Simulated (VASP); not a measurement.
Write the native input for VASP 6.6.1 that does the following.

```yaml
Task: single point
Functional: PBEsol
Potentials_or_basis: VASP PAW PBE potentials, release 64 (Ba_sv, O)
Cutoff: 600 eV
k_mesh: 6 × 6 × 6
Occupations: fermi-dirac, width 0.02 eV
Spin: no spin polarisation
Dipole_correction: no
Further_INCAR_settings: ALGO = Normal; EDIFF = 1e-06; NBANDS = 15
```

The structure of BaO lies in POSCAR:

```
BaO
1.0
    3.8890870000      0.0000000000      0.0000000000
    1.9445435000      3.3680481395      0.0000000000
    1.9445435000      1.1226827132      3.1754262384
Ba O
1 1
Direct
    0.0000000000      0.0000000000      0.0000000000
    0.5000000000      0.5000000000      0.5000000000
```

These files were run (other wordings do the same):

INCAR

```
SYSTEM = BaO
PREC = Accurate
ENCUT = 600
EDIFF = 1E-6
ISMEAR = -1
SIGMA = 0.02
LREAL = .FALSE.
LASPH = .TRUE.
NELM = 120
ALGO = Normal
ISIF = 2
LWAVE = .FALSE.
LCHARG = .FALSE.
GGA = PS
NBANDS = 15
GGA_COMPAT = .FALSE.
```

KPOINTS

```
Automatic mesh
0
G
  6 6 6
  0 0 0
```

Potentials or basis: VASP PAW PBE potentials, release 64 (Ba_sv, O).

Launch:

```bash
$ cat potpaw_PBE.64/Ba_sv/POTCAR potpaw_PBE.64/O/POTCAR > POTCAR
$ mpirun -np 1 vasp_std > vasp.out
```

It gave:

```json
{"Pressure": "1.4 GPa", "Band gap on the k mesh": "1.79 eV"}
```

Caveat: the PAW data sets were made with another functional, which shifts forces and pressure a little; spin-orbit coupling is left out, which moves the levels of the heavy elements.

It took 11 s on 1 thread of AMD EPYC 7R43 64-Core Processor (Zen 3), on a shared host, peak memory 0.15 GiB.
